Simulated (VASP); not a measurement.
# BiTe (Fm-3m) in VASP: a series of runs

The runs below take BiTe through single point, with PBE.

Program: VASP 6.6.1. These are calculated values, not measurements. Logs are shortened: lines on timing, memory, paths and dates and some standing lists are left out, and cuts for length are marked.

### 1 The cell of the first run

The structure is cubic, space group Fm-3m (No. 225). The conventional cell has a = 6.200 Å, b = 6.200 Å, c = 6.200 Å, α = 90.00°, β = 90.00°, γ = 90.00°. Bi (site symmetry m-3m) has 6 Te at 3.10 Å within 4.1 Å. Te (site symmetry m-3m) has 6 Bi at 3.10 Å within 4.1 Å.

### 2 Single point, PBE

INCAR

```
PREC = Accurate
ENCUT = 520
EDIFF = 1E-7
ISMEAR = 0
SIGMA = 0.1
LREAL = F
LASPH = T
NELM = 80
ALGO = Normal
ISIF = 2
LWAVE = F
LCHARG = F
GGA = PE
NBANDS = 18
```

KPOINTS

```
Automatic mesh
0
Gamma
  8 8 8
```

POSCAR

```
BiTe
1.0
    0.0000000000      3.1000486475      3.1000486475
    3.1000486475      0.0000000000      3.1000486475
    3.1000486475      3.1000486475      0.0000000000
Bi Te
1 1
Direct
    0.0000000000      0.0000000000      0.0000000000
    0.5000000000      0.5000000000      0.5000000000
```

Potentials or basis: VASP PAW PBE potentials, release 64 (Bi_d, Te).

On the command line:

```sh
> cat potpaw_PBE.64/Bi_d/POTCAR potpaw_PBE.64/Te/POTCAR > POTCAR
> mpirun -np 1 vasp_std > vasp.out
```

OUTCAR:

```text
PREC = Accurate
   ENCUT = 520
   EDIFF = 1E-7
   ISMEAR = 0
   LREAL = F
   LASPH = T
   NELM = 80
   ISIF = 2
   GGA = PE

 ion  position               nearest neighbor table
   1  0.000  0.000  0.000-   2 3.10   2 3.10   2 3.10   2 3.10   2 3.10   2 3.10
   2  0.500  0.500  0.500-   1 3.10   1 3.10   1 3.10   1 3.10   1 3.10   1 3.10

  LATTYP: Found a face centered cubic cell.
 ALAT       =     6.2000972950

  Lattice vectors:

 A1 = (   0.0000000000,   3.1000486475,   3.1000486475)
 A2 = (   3.1000486475,   0.0000000000,   3.1000486475)
 A3 = (   3.1000486475,   3.1000486475,   0.0000000000)

Analysis of symmetry for initial positions (statically):
=====================================================================
 Subroutine PRICEL returns:
 Original cell was already a primitive cell.

 Routine SETGRP: Setting up the symmetry group for a
 face centered cubic supercell.

 Subroutine GETGRP returns: Found 48 space group operations
[... 9 lines left out ...]

 Routine SETGRP: Setting up the symmetry group for a
 face centered cubic supercell.

 Subroutine GETGRP returns: Found 48 space group operations
[... 11 lines left out ...]
                                     Primitive cell

  volume of cell :      59.5848

  direct lattice vectors                    reciprocal lattice vectors
     0.000000000  3.100048647  3.100048647    -0.161287792  0.161287792  0.161287792
     3.100048647  0.000000000  3.100048647     0.161287792 -0.161287792  0.161287792
     3.100048647  3.100048647  0.000000000     0.161287792  0.161287792 -0.161287792

  length of vectors
     4.384130841  4.384130841  4.384130841     0.279358650  0.279358650  0.279358650

  position of ions in fractional coordinates (direct lattice)
     0.000000000  0.000000000  0.000000000
     0.500000000  0.500000000  0.500000000

  ion indices of the primitive-cell ions
   primitive index   ion index
                 1           1
                 2           2

----------------------------------------------------------------------------------------

 KPOINTS: Automatic mesh

Automatic generation of k-mesh.
 Grid dimensions read from file:
 generate k-points for:    8    8    8

 Generating k-lattice:

  Cartesian coordinates                     Fractional coordinates (reciprocal lattice)
    -0.020160974  0.020160974  0.020160974     0.125000000  0.000000000  0.000000000
     0.020160974 -0.020160974  0.020160974     0.000000000  0.125000000  0.000000000
     0.020160974  0.020160974 -0.020160974     0.000000000  0.000000000  0.125000000

  Length of vectors
     0.034919831  0.034919831  0.034919831

  Shift w.r.t. Gamma in fractional coordinates (k-lattice)
     0.000000000  0.000000000  0.000000000

 Subroutine IBZKPT returns following result:
 ===========================================

 Found     29 irreducible k-points:

 Following reciprocal coordinates:
            Coordinates               Weight
  0.000000  0.000000  0.000000      1.000000
  0.125000  0.000000  0.000000      8.000000
  0.250000  0.000000  0.000000      8.000000
  0.375000  0.000000  0.000000      8.000000
  0.500000  0.000000  0.000000      4.000000
  0.125000  0.125000  0.000000      6.000000
[... 16 lines left out ...]
  0.500000  0.250000  0.125000     48.000000
 -0.375000  0.250000  0.125000     24.000000
 [... further k-points ...]
   k-points           NKPTS =     29   k-points in BZ     NKDIM =     29   number of bands    NBANDS=     18
   number of dos      NEDOS =    301   number of ions     NIONS =      2
   total plane-waves  NPLWV =  46656
   dimension x,y,z NGX =    36 NGY =   36 NGZ =   36
   dimension x,y,z NGXF=    72 NGYF=   72 NGZF=   72
   ions per type =               1   1
   NGX,Y,Z   is equivalent  to a cutoff of  13.65, 13.65, 13.65 a.u.
   NGXF,Y,Z  is equivalent  to a cutoff of  27.30, 27.30, 27.30 a.u.
 SYSTEM =  unknown system
   PREC   = accura    normal or accurate (medium, high low for compatibility)
   ISTART =      0    job   : 0-new  1-cont  2-samecut
   ICHARG =      2    charge: 1-file 2-atom 10-const
   ISPIN  =      1    spin polarized calculation?
   LNONCOLLINEAR =      F non collinear calculations
   LSORBIT =      F    spin-orbit coupling
   LASPH  =      T    aspherical Exc in radial PAW
   ENCUT  =  520.0 eV  38.22 Ry    6.18 a.u.   8.15  8.15  8.15*2*pi/ulx,y,z
   NELM   =     80;   NELMIN=  2; NELMDL= -5     # of ELM steps
   EDIFF  = 0.1E-06   stopping-criterion for ELM
   LREAL  =      F    real-space projection
   EDIFFG = 0.1E-05   stopping-criterion for IOM
   NSW    =      0    number of steps for IOM
   IBRION =     -1    ionic relax: 0-MD 1-quasi-New 2-CG
   NFREE  =      0    steps in history (QN), initial steepest desc. (CG)
   ISIF   =      2    stress and relaxation
   ISYM   =      2    0-nonsym 1-usesym 2-fastsym
   POTIM  = 0.5000    time-step for ionic-motion
   TEBEG  =    0.0;   TEEND  =   0.0 temperature during run
   PSTRESS=    0.0 pullay stress
   NELECT =      21.0000    total number of electrons
   NUPDOWN=      -1.0000    fix difference up-down
   EMIN   =  10.00;   EMAX   =-10.00  energy-range for DOS
   EFERMI =   0.00;   METHOD = LEGACY
   ISMEAR =     0;   SIGMA  =   0.10  broadening in eV -4-tet -1-fermi 0-gaus
   EFERMI_NEDOS =   21; number of points for ismear=-14 and -15
   IALGO  =     38    algorithm
   IMIX   =      4    mixing-type and parameters
     AMIX     =   0.40;   BMIX     =  1.00
     AMIX_MAG =   1.60;   BMIX_MAG =  1.00
  volume/ion in A,a.u.               =      29.79       201.05
  Fermi-wavevector in a.u.,A,eV,Ry     =   1.156386  2.185252 18.194094  1.337228
  Thomas-Fermi vector in A             =   2.293006
   LORBIT       =      0    0 simple, 1 ext, 2 COOP (PROOUT), +10 PAW based schemes
   GGA     = PE    functional components
   LHFCALC =     F    Hartree Fock is set to
   AEXX    =    0.0000 exact exchange contribution
   IVDW    =     0    specifies the selected vdW correction
   LEPSILON=     F    determine dielectric tensor
   LRPA    =     F    only Hartree local field effects (RPA)
 non-spin polarized calculation
 Gauss-broadening in eV      SIGMA  =   0.10
  energy-cutoff  :      520.00
  volume of cell :       59.58
 maximum number of plane-waves:      1639
 NGX is ok and might be reduce to    36
   NGX = 17   NGY = 17   NGZ = 17

 number of electron      20.9999998 magnetization

 Free energy of the ion-electron system (eV)
  ---------------------------------------------------
  ext. energy  EPLUGINS =         0.00000000
  ---------------------------------------------------
  free energy    TOTEN  =        -6.95733298 eV

  energy without entropy =       -6.95243397  energy(sigma->0) =       -6.95488347

 E-fermi :   8.2904     XC(G=0): -10.0158

 val. band max:        8.2492468878   @ k =   0.5000   0.2500   0.1250
 cond. band min:       8.4751537504   @ k =  -0.2500   0.2500   0.0000
 fundamental gap:      0.2259068626
 Fermi energy:         8.2903981755

 k-point     1 :       0.0000    0.0000    0.0000
  band No.  band energies     occupation
      1     -14.9198      2.00000
      2     -14.9198      2.00000
      3     -14.9082      2.00000
      4     -14.9082      2.00000
      5     -14.9082      2.00000
      6      -6.1888      2.00000
[... 10 lines left out ...]
     17      14.4791      0.00000
     18      15.0623      0.00000

 k-point     2 :       0.1250    0.0000    0.0000
  band No.  band energies     occupation
      1     -14.9208      2.00000
      2     -14.9208      2.00000
      3     -14.9077      2.00000
      4     -14.9067      2.00000
      5     -14.9067      2.00000
      6      -6.0248      2.00000
[... 10 lines left out ...]
     17      15.6525      0.00000
     18      15.9677      0.00000

 k-point     3 :       0.2500    0.0000    0.0000
  band No.  band energies     occupation
      1     -14.9239      2.00000
      2     -14.9239      2.00000
      3     -14.9068      2.00000
      4     -14.9026      2.00000
      5     -14.9026      2.00000
      6      -5.5379      2.00000
[... 10 lines left out ...]
     17      17.8737      0.00000
     18      17.9154      0.00000

 k-point     4 :       0.3750    0.0000    0.0000
  band No.  band energies     occupation
      1     -14.9273      2.00000
      2     -14.9273      2.00000
      3     -14.9059      2.00000
      4     -14.8982      2.00000
      5     -14.8982      2.00000
      6      -4.7488      2.00000
[... 10 lines left out ...]
     17      18.2618      0.00000
     18      19.3647      0.00000

 k-point     5 :       0.5000    0.0000    0.0000
  band No.  band energies     occupation
      1     -14.9287      2.00000
      2     -14.9287      2.00000
      3     -14.9055      2.00000
      4     -14.8964      2.00000
      5     -14.8964      2.00000
      6      -3.8675      2.00000
[... 10 lines left out ...]
     17      16.5730      0.00000
     18      17.7832      0.00000

 k-point     6 :       0.1250    0.1250    0.0000
  band No.  band energies     occupation
      1     -14.9235      2.00000
      2     -14.9186      2.00000
      3     -14.9091      2.00000
      4     -14.9055      2.00000
      5     -14.9055      2.00000
      6      -5.9713      2.00000
[... 10 lines left out ...]
     17      15.2369      0.00000
     18      15.2475      0.00000

 k-point     7 :       0.2500    0.1250    0.0000
  band No.  band energies     occupation
      1     -14.9275      2.00000
      2     -14.9193      2.00000
      3     -14.9089      2.00000
      4     -14.9026      2.00000
      5     -14.9018      2.00000
      6      -5.5967      2.00000
[... 10 lines left out ...]
     17      16.3247      0.00000
     18      16.3644      0.00000

 k-point     8 :       0.3750    0.1250    0.0000
  band No.  band energies     occupation
      1     -14.9306      2.00000
      2     -14.9226      2.00000
      3     -14.9069      2.00000
      4     -14.8997      2.00000
      5     -14.8974      2.00000
      6      -4.9187      2.00000
[... 10 lines left out ...]
     17      17.8120      0.00000
     18      18.2450      0.00000
[... 229 lines left out ...]
     17      18.0886      0.00000
     18      18.7654      0.00000

 k-point    20 :      -0.3750    0.3750    0.0000
  band No.  band energies     occupation
      1     -14.9414      2.00000
      2     -14.9182      2.00000
      3     -14.9082      2.00000
      4     -14.8944      2.00000
      5     -14.8922      2.00000
      6      -3.5880      2.00000
[... 10 lines left out ...]
     17      18.3429      0.00000
     18      19.7021      0.00000

 k-point    21 :       0.5000    0.5000    0.0000
  band No.  band energies     occupation
      1     -14.9488      2.00000
      2     -14.9147      2.00000
      3     -14.9117      2.00000
      4     -14.8896      2.00000
      5     -14.8896      2.00000
      6      -3.9849      2.00000
[... 10 lines left out ...]
     17      18.6132      0.00000
     18      18.8061      0.00000

 k-point    22 :       0.3750    0.2500    0.1250
  band No.  band energies     occupation
      1     -14.9315      2.00000
      2     -14.9198      2.00000
      3     -14.9086      2.00000
      4     -14.8994      2.00000
      5     -14.8987      2.00000
      6      -5.1331      2.00000
[... 10 lines left out ...]
     17      16.2705      0.00000
     18      17.8644      0.00000

 k-point    23 :       0.5000    0.2500    0.1250
  band No.  band energies     occupation
      1     -14.9336      2.00000
      2     -14.9225      2.00000
      3     -14.9059      2.00000
      4     -14.8982      2.00000
      5     -14.8956      2.00000
      6      -4.3979      2.00000
[... 10 lines left out ...]
     17      17.4053      0.00000
     18      18.2335      0.00000

 k-point    24 :      -0.3750    0.2500    0.1250
  band No.  band energies     occupation
      1     -14.9340      2.00000
      2     -14.9241      2.00000
      3     -14.9032      2.00000
      4     -14.8996      2.00000
      5     -14.8941      2.00000
      6      -3.6271      2.00000
[... 10 lines left out ...]
     17      17.5225      0.00000
     18      19.8442      0.00000

 [... further k-points ...]
[... 5 lines left out ...]
  --------------------------------------------------------------------------------------
  -------------------------------------------------------------------------------------
  Total        3.4375999      3.4375999      3.4375999      0.0000000      0.0000000      0.0000000
  in kB       92.4337112     92.4337112     92.4337112      0.0000000      0.0000000      0.0000000
  external PRESSURE =      92.4337112 kB  Pullay stress =       0.0000000 kB

 VOLUME and BASIS-vectors are now :
 -----------------------------------------------------------------------------
  energy-cutoff  :      520.00
  volume of cell :       59.58
      direct lattice vectors                 reciprocal lattice vectors
     0.000000000  3.100048647  3.100048647    -0.161287792  0.161287792  0.161287792
     3.100048647  0.000000000  3.100048647     0.161287792 -0.161287792  0.161287792
     3.100048647  3.100048647  0.000000000     0.161287792  0.161287792 -0.161287792

 POSITION                                       TOTAL-FORCE (eV/Angst)
 -----------------------------------------------------------------------------------
      0.00000      0.00000      0.00000         0.000000      0.000000     -0.000000
      3.10005      3.10005      3.10005         0.000000      0.000000      0.000000
 -----------------------------------------------------------------------------------
    total drift:                               -0.000000      0.000000      0.000000

  FREE ENERGIE OF THE ION-ELECTRON SYSTEM (eV)
  ---------------------------------------------------
  free  energy   TOTEN  =        -6.9573329772 eV

  energy  without entropy=       -6.9524339676  energy(sigma->0) =       -6.95488347
```

It took 30 s on 1 thread of Intel Xeon Platinum 8488C (Sapphire Rapids), shared host; peak memory 0.21 GiB.

What came out:

```
Free energy : -6.9573 eV
Pressure    : 9.2 GPa
```

Levels at points of the mesh, in eV from the Fermi level:
```tsv
k point	band 7	band 8	band 9	band 10	band 11	band 12	band 13	band 14
(0.00, 0.00, 0.00)	-7.59	-2.89	-2.89	-2.89	2.44	2.44	2.44	4.47
(0.50, 0.00, 0.00)	-11.74	-2.18	-2.18	-1.52	-0.85	-0.82	-0.82	7.63
(0.50, 0.50, 0.00)	-9.96	-6.57	-4.64	-4.64	1.76	4.24	4.24	5.98
```

Caveat: spin-orbit coupling is left out, which moves the levels of the heavy elements.

### 3 Single point, PBE

This run uses another cell than the first one, of 31.15 Å³/atom, 1.045 times its volume.

INCAR

```
  PREC = Accurate
  ENCUT = 520
  EDIFF = 1E-6
  ISMEAR = 0
  SIGMA = 0.1
  LREAL = F
  LASPH = T
  NELM = 100
  ALGO = Normal
  ISIF = 2
  LWAVE = F
  LCHARG = F
  GGA = PE
  NBANDS = 18
```

KPOINTS

```
regular mesh
0
Gamma
  8 8 8
```

POSCAR

```
BiTe
1.0
    0.0000000000      3.1463248528      3.1463248528
    3.1463248528      0.0000000000      3.1463248528
    3.1463248528      3.1463248528      0.0000000000
Bi Te
1 1
Direct
    0.0000000000      0.0000000000      0.0000000000
    0.5000000000      0.5000000000      0.5000000000
```

Potentials or basis: VASP PAW PBE potentials, release 64 (Bi_d, Te).

On the command line:

```sh
> cat potpaw_PBE.64/Bi_d/POTCAR potpaw_PBE.64/Te/POTCAR > POTCAR
> mpirun -np 1 vasp_std > vasp.out
```

Run time: 28 s. Hardware: 1 thread of Intel Xeon Platinum 8488C (Sapphire Rapids), shared host; peak memory 0.21 GiB.

It converged, with:

| Item | Value |
| --- | --- |
| Free energy | -7.0829 eV |
| Pressure | 5.7 GPa |

Levels at points of the mesh, in eV from the Fermi level:
```tsv
k point	band 7	band 8	band 9	band 10	band 11	band 12	band 13	band 14
(0.00, 0.00, 0.00)	-7.79	-2.77	-2.77	-2.77	2.34	2.34	2.34	4.53
(0.50, 0.00, 0.00)	-11.55	-2.09	-2.09	-1.56	-0.84	-0.75	-0.75	7.52
(0.50, 0.50, 0.00)	-9.96	-6.24	-4.42	-4.42	1.93	4.00	4.00	5.61
```

Caveat: spin-orbit coupling is left out, which moves the levels of the heavy elements.

### 4 Single point, PBE

This run uses another cell than the first one, of 32.50 Å³/atom, 1.091 times its volume.

INCAR

```
SYSTEM = BiTe
  PREC = Accurate
  ENCUT = 520
  EDIFF = 1E-6
  ISMEAR = 0
  SIGMA = 0.1
  LREAL = .FALSE.
  LASPH = .TRUE.
  NELM = 80
  ALGO = Normal
  ISIF = 2
  LWAVE = .FALSE.
  LCHARG = .FALSE.
  GGA = PE
  NBANDS = 18
```

KPOINTS

```
regular mesh
0
G
  8 8 8
  0 0 0
```

POSCAR

```
BiTe
1.0
    0.0000000000      3.1912784242      3.1912784242
    3.1912784242      0.0000000000      3.1912784242
    3.1912784242      3.1912784242      0.0000000000
Bi Te
1 1
Direct
    0.0000000000      0.0000000000      0.0000000000
    0.5000000000      0.5000000000      0.5000000000
```

On the command line:

```sh
> cat potpaw_PBE.64/Bi_d/POTCAR potpaw_PBE.64/Te/POTCAR > POTCAR
> mpirun -np 1 vasp_std > vasp.out
```

It took 26 s on 1 thread of Intel Xeon Platinum 8488C (Sapphire Rapids), shared host; peak memory 0.22 GiB.

Results (log left out):

| Item | Value |
| --- | --- |
| Free energy | -7.1546 eV |
| Pressure | 2.8 GPa |

Levels at points of the mesh, in eV from the Fermi level:
```
           k point  band 8  band 9  band 10  band 11  band 12  band 13
(0.00, 0.00, 0.00)   -2.66   -2.66    -2.66     2.25     2.25     2.25
(0.50, 0.00, 0.00)   -2.01   -2.01    -1.58    -0.83    -0.68    -0.68
(0.50, 0.50, 0.00)   -5.94   -4.21    -4.21     2.10     3.79     3.79
```

Caveat: spin-orbit coupling is left out, which moves the levels of the heavy elements.

### 5 Single point, PBE

This run uses another cell than the first one, of 33.86 Å³/atom, 1.136 times its volume.

INCAR

```
SYSTEM = BiTe
ALGO = Normal
EDIFF = 1E-6
ENCUT = 520
GGA = PE
ISIF = 2
ISMEAR = 0
LASPH = .TRUE.
LCHARG = .FALSE.
LREAL = .FALSE.
LWAVE = .FALSE.
NBANDS = 18
NELM = 100
PREC = Accurate
SIGMA = 0.1
```

KPOINTS

```
k-points
0
G
  8 8 8
  0 0 0
```

POSCAR

```
BiTe
1.0
    0.0000000000      3.2350000000      3.2350000000
    3.2350000000      0.0000000000      3.2350000000
    3.2350000000      3.2350000000      0.0000000000
Bi Te
1 1
Direct
    0.0000000000      0.0000000000      0.0000000000
    0.5000000000      0.5000000000      0.5000000000
```

On the command line:

```sh
> cat potpaw_PBE.64/Bi_d/POTCAR potpaw_PBE.64/Te/POTCAR > POTCAR
> mpirun -np 1 vasp_std > vasp.out
```

Run time: 24 s. Hardware: 1 thread of Intel Xeon Platinum 8488C (Sapphire Rapids), shared host; peak memory 0.21 GiB.

Results (log left out):

| Quantity | Value |
| --- | --- |
| Free energy | -7.1836 eV |
| Pressure | 0.6 GPa |

Levels at points of the mesh, in eV from the Fermi level:
| k point | band 7 | band 8 | band 9 | band 10 | band 11 | band 12 | band 13 | band 14 |
| --- | --- | --- | --- | --- | --- | --- | --- | --- |
| (0.00, 0.00, 0.00) | -8.12 | -2.54 | -2.54 | -2.54 | 2.16 | 2.16 | 2.16 | 4.67 |
| (0.50, 0.00, 0.00) | -11.24 | -1.92 | -1.92 | -1.60 | -0.81 | -0.61 | -0.61 | 7.33 |
| (0.50, 0.50, 0.00) | -9.95 | -5.65 | -4.01 | -4.01 | 2.25 | 3.60 | 3.60 | 4.96 |

Caveat: spin-orbit coupling is left out, which moves the levels of the heavy elements.

### 6 Summary

```tsv
cell	gap on the mesh (eV)	pressure (GPa)
a = 4.384 Å, angles 60.0°, 2 atoms	none	9.2
a = 4.450 Å, angles 60.0°, 2 atoms	none	5.7
a = 4.513 Å, angles 60.0°, 2 atoms	none	2.8
a = 4.575 Å, angles 60.0°, 2 atoms	none	0.6
```

Alike in all rows: task single point; level PBE; potentials or basis VASP PAW PBE potentials, release 64 (Bi_d, Te); no spin polarisation; k mesh 8 × 8 × 8; cutoff (eV) 520; smearing gaussian 0.1 eV.

Caveats: spin-orbit coupling is left out, which moves the levels of the heavy elements.

Absolute energies hang on the potentials; compare differences alone.
